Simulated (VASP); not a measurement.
# CsB (P-6m2) in VASP: single point with PBE

Aim: the single point of CsB with PBE.

All numbers are computed with VASP 6.6.1; they aren't measurements. Logs are shortened: lines on timing, memory, paths and dates and some standing lists are left out, and cuts for length are marked.

## 1. The cell of the first run

Symmetry: P-6m2, No. 187, hexagonal system. The conventional cell has a = 5.146 Å, b = 5.146 Å, c = 5.660 Å, α = 90.00°, β = 90.00°, γ = 120.00°. Within 5.4 Å of Cs (site symmetry -6m2) lie 6 B at 4.10 Å and 6 Cs at 5.15 Å. B (site symmetry -6m2) has 6 Cs at 4.10 Å and 6 B at 5.15 Å within 5.4 Å.

## 2. Single point, PBE

INCAR reads:

```
SYSTEM = CsB
ALGO = Normal
EDIFF = 1E-7
ENCUT = 520
GGA = PE
ISIF = 2
ISMEAR = 0
LASPH = .TRUE.
LCHARG = .FALSE.
LREAL = .FALSE.
LWAVE = .FALSE.
NBANDS = 13
NELM = 100
PREC = Accurate
SIGMA = 0.1
```

KPOINTS reads:

```
k-points
0
G
  6 6 4
  0 0 0
```

POSCAR reads:

```
CsB
1.0
    5.1457235800      0.0000000000      0.0000000000
   -2.5728617900      4.4563273400      0.0000000000
    0.0000000000      0.0000000000      5.6602959400
Cs B
1 1
Direct
    0.3333333300      0.6666666700      0.5000000000
    0.0000000000      0.0000000000      0.0000000000
```

Potentials or basis: VASP PAW PBE potentials, release 64 (Cs_sv, B).

The run is started by

```
$ cat potpaw_PBE.64/Cs_sv/POTCAR potpaw_PBE.64/B/POTCAR > POTCAR
$ mpirun -np 1 vasp_std > vasp.out
```

OUTCAR:

```text
SYSTEM = CsB
   EDIFF = 1E-7
   ENCUT = 520
   GGA = PE
   ISIF = 2
   ISMEAR = 0
   LASPH = .TRUE.
   LREAL = .FALSE.
   NELM = 100
   PREC = Accurate

 ion  position               nearest neighbor table
   1  0.333  0.667  0.500-
   2  0.000  0.000  0.000-

  LATTYP: Found a hexagonal cell.
 ALAT       =     5.1457235800
 C/A-ratio  =     1.1000000004

  Lattice vectors:

 A1 = (   5.1457235800,   0.0000000000,   0.0000000000)
 A2 = (  -2.5728617900,   4.4563273400,   0.0000000000)
 A3 = (   0.0000000000,   0.0000000000,   5.6602959400)

Analysis of symmetry for initial positions (statically):
=====================================================================
 Subroutine PRICEL returns:
 Original cell was already a primitive cell.

 Routine SETGRP: Setting up the symmetry group for a
 hexagonal supercell.

 Subroutine GETGRP returns: Found 12 space group operations
 (whereof 12 operations were pure point group operations)
 out of a pool of 24 trial point group operations.

The static configuration has the point symmetry D_3h.

Analysis of symmetry for dynamics (positions and initial velocities):
=====================================================================
 Subroutine PRICEL returns:
 Original cell was already a primitive cell.

 Routine SETGRP: Setting up the symmetry group for a
 hexagonal supercell.

 Subroutine GETGRP returns: Found 12 space group operations
 (whereof 12 operations were pure point group operations)
 out of a pool of 24 trial point group operations.

The dynamic configuration has the point symmetry D_3h.

 Subroutine INISYM returns: Found 12 space group operations
 (whereof 12 operations are pure point group operations),
 and found     1 'primitive' translations

----------------------------------------------------------------------------------------

                                     Primitive cell

  volume of cell :     129.7964

  direct lattice vectors                    reciprocal lattice vectors
     5.145723580  0.000000000  0.000000000     0.194336129  0.112200016  0.000000000
    -2.572861790  4.456327340  0.000000000     0.000000000  0.224400033  0.000000000
     0.000000000  0.000000000  5.660295940     0.000000000  0.000000000  0.176669208

  length of vectors
     5.145723580  5.145723579  5.660295940     0.224400032  0.224400033  0.176669208

  position of ions in fractional coordinates (direct lattice)
     0.333333330  0.666666670  0.500000000
     0.000000000  0.000000000  0.000000000

  ion indices of the primitive-cell ions
   primitive index   ion index
                 1           1
                 2           2

----------------------------------------------------------------------------------------

 KPOINTS: k-points

Automatic generation of k-mesh.
 Grid dimensions read from file:
 generate k-points for:    6    6    4

 Generating k-lattice:

  Cartesian coordinates                     Fractional coordinates (reciprocal lattice)
     0.032389355  0.018700003  0.000000000     0.166666667 -0.000000000  0.000000000
     0.000000000  0.037400005  0.000000000     0.000000000  0.166666667  0.000000000
     0.000000000  0.000000000  0.044167302     0.000000000  0.000000000  0.250000000

  Length of vectors
     0.037400005  0.037400005  0.044167302

  Shift w.r.t. Gamma in fractional coordinates (k-lattice)
     0.000000000  0.000000000  0.000000000

 Subroutine IBZKPT returns following result:
 ===========================================

 Found     21 irreducible k-points:

 Following reciprocal coordinates:
            Coordinates               Weight
  0.000000  0.000000  0.000000      1.000000
  0.166667  0.000000  0.000000      6.000000
  0.333333  0.000000  0.000000      6.000000
  0.500000  0.000000  0.000000      3.000000
  0.166667  0.166667  0.000000      6.000000
  0.333333  0.166667  0.000000     12.000000
[... 13 lines left out ...]
  0.333333  0.166667  0.500000     12.000000
  0.333333  0.333333  0.500000      2.000000
   k-points           NKPTS =     21   k-points in BZ     NKDIM =     21   number of bands    NBANDS=     13
   number of dos      NEDOS =    301   number of ions     NIONS =      2
   total plane-waves  NPLWV =  67200
   dimension x,y,z NGX =    40 NGY =   40 NGZ =   42
   dimension x,y,z NGXF=    80 NGYF=   80 NGZF=   84
   ions per type =               1   1
   NGX,Y,Z   is equivalent  to a cutoff of  12.92, 12.92, 12.34 a.u.
   NGXF,Y,Z  is equivalent  to a cutoff of  25.85, 25.85, 24.67 a.u.
 SYSTEM =  CsB
   PREC   = accura    normal or accurate (medium, high low for compatibility)
   ISTART =      0    job   : 0-new  1-cont  2-samecut
   ICHARG =      2    charge: 1-file 2-atom 10-const
   ISPIN  =      1    spin polarized calculation?
   LNONCOLLINEAR =      F non collinear calculations
   LSORBIT =      F    spin-orbit coupling
   LASPH  =      T    aspherical Exc in radial PAW
   ENCUT  =  520.0 eV  38.22 Ry    6.18 a.u.   9.57  9.57 10.52*2*pi/ulx,y,z
   NELM   =    100;   NELMIN=  2; NELMDL= -5     # of ELM steps
   EDIFF  = 0.1E-06   stopping-criterion for ELM
   LREAL  =      F    real-space projection
   EDIFFG = 0.1E-05   stopping-criterion for IOM
   NSW    =      0    number of steps for IOM
   IBRION =     -1    ionic relax: 0-MD 1-quasi-New 2-CG
   NFREE  =      0    steps in history (QN), initial steepest desc. (CG)
   ISIF   =      2    stress and relaxation
   ISYM   =      2    0-nonsym 1-usesym 2-fastsym
   POTIM  = 0.5000    time-step for ionic-motion
   TEBEG  =    0.0;   TEEND  =   0.0 temperature during run
   PSTRESS=    0.0 pullay stress
   NELECT =      12.0000    total number of electrons
   NUPDOWN=      -1.0000    fix difference up-down
   EMIN   =  10.00;   EMAX   =-10.00  energy-range for DOS
   EFERMI =   0.00;   METHOD = LEGACY
   ISMEAR =     0;   SIGMA  =   0.10  broadening in eV -4-tet -1-fermi 0-gaus
   EFERMI_NEDOS =   21; number of points for ismear=-14 and -15
   IALGO  =     38    algorithm
   IMIX   =      4    mixing-type and parameters
     AMIX     =   0.40;   BMIX     =  1.00
     AMIX_MAG =   1.60;   BMIX_MAG =  1.00
  volume/ion in A,a.u.               =      64.90       437.95
  Fermi-wavevector in a.u.,A,eV,Ry     =   0.740254  1.398878  7.455675  0.547977
  Thomas-Fermi vector in A             =   1.834613
   LORBIT       =      0    0 simple, 1 ext, 2 COOP (PROOUT), +10 PAW based schemes
   GGA     = PE    functional components
   LHFCALC =     F    Hartree Fock is set to
   AEXX    =    0.0000 exact exchange contribution
   IVDW    =     0    specifies the selected vdW correction
   LEPSILON=     F    determine dielectric tensor
   LRPA    =     F    only Hartree local field effects (RPA)
 non-spin polarized calculation
 Gauss-broadening in eV      SIGMA  =   0.10
  energy-cutoff  :      520.00
  volume of cell :      129.80
 maximum number of plane-waves:      3519
 NGX is ok and might be reduce to    40
   NGX = 19   NGY = 19   NGZ = 21

 number of electron      12.0000003 magnetization

 Free energy of the ion-electron system (eV)
  ---------------------------------------------------
  ext. energy  EPLUGINS =         0.00000000
  ---------------------------------------------------
  free energy    TOTEN  =        -2.80433972 eV

  energy without entropy =       -2.78558711  energy(sigma->0) =       -2.79496342

 E-fermi :  -0.3801     XC(G=0):  -5.8700

 val. band max:       -0.4050962350   @ k =   0.3333   0.3333   0.2500
 cond. band min:      -0.3345450076   @ k =   0.3333   0.3333   0.5000
 fundamental gap:      0.0705512274
 Fermi energy:        -0.3800934917

 k-point     1 :       0.0000    0.0000    0.0000
  band No.  band energies     occupation
      1     -23.2006      2.00000
      2      -9.9422      2.00000
      3      -9.9422      2.00000
      4      -9.9369      2.00000
      5      -5.8198      2.00000
      6       0.0540      0.00000
      7       0.3810      0.00000
      8       0.3810      0.00000
      9       0.8444      0.00000
     10       2.5805      0.00000
     11       3.7841      0.00000
     12       3.7841      0.00000
     13       4.8620      0.00000

 k-point     2 :       0.1667    0.0000    0.0000
  band No.  band energies     occupation
      1     -23.1983      2.00000
      2      -9.9923      2.00000
      3      -9.9531      2.00000
      4      -9.9298      2.00000
      5      -5.7516      2.00000
      6      -0.0866      0.00003
      7       0.0132      0.00000
      8       0.3619      0.00000
      9       1.3216      0.00000
     10       2.9292      0.00000
     11       3.3760      0.00000
     12       4.0425      0.00000
     13       4.6728      0.00000

 k-point     3 :       0.3333    0.0000    0.0000
  band No.  band energies     occupation
      1     -23.1936      2.00000
      2     -10.0887      2.00000
      3      -9.9748      2.00000
      4      -9.9154      2.00000
      5      -5.6134      2.00000
      6      -0.6144      1.99908
      7      -0.0628      0.00001
      8       0.3188      0.00000
      9       1.9894      0.00000
     10       2.8951      0.00000
     11       3.6607      0.00000
     12       4.2399      0.00000
     13       4.4809      0.00000
[... 257 lines left out ...]
 k-point    20 :       0.3333    0.1667    0.5000
  band No.  band energies     occupation
      1     -23.1902      2.00000
      2     -10.0962      2.00000
      3     -10.0042      2.00000
      4      -9.9607      2.00000
      5      -5.5591      2.00000
      6      -0.4412      1.61251
      7      -0.4156      1.38424
      8       0.0446      0.00000
      9       2.2415      0.00000
     10       3.6187      0.00000
     11       4.1247      0.00000
     12       4.6891      0.00000
     13       4.8524      0.00000

 k-point    21 :       0.3333    0.3333    0.5000
  band No.  band energies     occupation
      1     -23.1890      2.00000
      2     -10.0679      2.00000
      3     -10.0609      2.00000
      4      -9.9543      2.00000
      5      -5.5512      2.00000
      6      -0.5060      1.92493
      7      -0.3345      0.51948
      8      -0.0579      0.00001
      9       2.5614      0.00000
     10       4.0929      0.00000
     11       4.1807      0.00000
     12       4.2436      0.00000
     13       4.3336      0.00000

------------------------ aborting loop because EDIFF is reached ----------------------------------------

  FORCE on cell =-STRESS in cart. coord.  units (eV):
  Direction    XX          YY          ZZ          XY          YZ          ZX
  --------------------------------------------------------------------------------------
  -------------------------------------------------------------------------------------
  Total       -1.0340632     -1.0340632     -2.0070955      0.0000000      0.0000000     -0.0000000
  in kB      -12.7642411    -12.7642411    -24.7751301      0.0000000      0.0000000     -0.0000000
  external PRESSURE =     -16.7678707 kB  Pullay stress =       0.0000000 kB

 VOLUME and BASIS-vectors are now :
 -----------------------------------------------------------------------------
  energy-cutoff  :      520.00
  volume of cell :      129.80
      direct lattice vectors                 reciprocal lattice vectors
     5.145723580  0.000000000  0.000000000     0.194336129  0.112200016  0.000000000
    -2.572861790  4.456327340  0.000000000     0.000000000  0.224400033  0.000000000
     0.000000000  0.000000000  5.660295940     0.000000000  0.000000000  0.176669208

 POSITION                                       TOTAL-FORCE (eV/Angst)
 -----------------------------------------------------------------------------------
     -0.00000      2.97088      2.83015        -0.000000      0.000000      0.000000
      0.00000      0.00000      0.00000         0.000000     -0.000000      0.000000
 -----------------------------------------------------------------------------------
    total drift:                                0.000016     -0.000009     -0.000000

  FREE ENERGIE OF THE ION-ELECTRON SYSTEM (eV)
  ---------------------------------------------------
  free  energy   TOTEN  =        -2.8043397246 eV

  energy  without entropy=       -2.7855871068  energy(sigma->0) =       -2.79496342
```

It took 15 s on 1 thread of Intel Xeon 6975P-C (Granite Rapids), shared host; peak memory 0.24 GiB.

Results:

| Item | Value |
| --- | --- |
| Free energy | -2.8043 eV |
| Pressure | -1.7 GPa |
| Band gap on the k mesh | zero (band 6 reaches 0.05 eV, above the bottom of band 7 at -0.43 eV) |

Caveat: spin-orbit coupling is left out, which moves the levels of the heavy elements.
